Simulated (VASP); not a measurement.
B: single point with PBE

Crystal: B.

```
B
1.0
     1.95648    0.00000    0.00000
     0.00000    1.95648    0.00000
     0.00000    0.00000    1.95648
B
1
Cartesian
  0.0000 0.0000 0.0000
```

This cell differs from its parent crystal: volume scaled by 1.12.

| Item | Value |
| --- | --- |
| Program | VASP 6.6.1 |
| Task | single point |
| Functional | PBE |
| Potentials or basis | VASP PAW PBE potentials, release 64 (B) |
| Cutoff | 520 eV |
| k mesh | 19 × 19 × 19 |
| Occupations | fermi-dirac, width 0.1 eV |
| Spin | no spin polarisation |
| Dipole correction | no |
| Further INCAR settings | ALGO = Normal; EDIFF = 1e-07; NBANDS = 8 |

- Pressure: -21.4 GPa

Levels at points of the mesh, in eV from the Fermi level:
| k point | band 1 | band 2 | band 3 | band 4 |
| --- | --- | --- | --- | --- |
| (0.00, 0.00, 0.00) | -14.79 | 12.38 | 12.38 | 12.38 |

It took 8.1 s on 1 thread of Intel Xeon 6975P-C, on a shared host, peak memory 0.11 GiB.
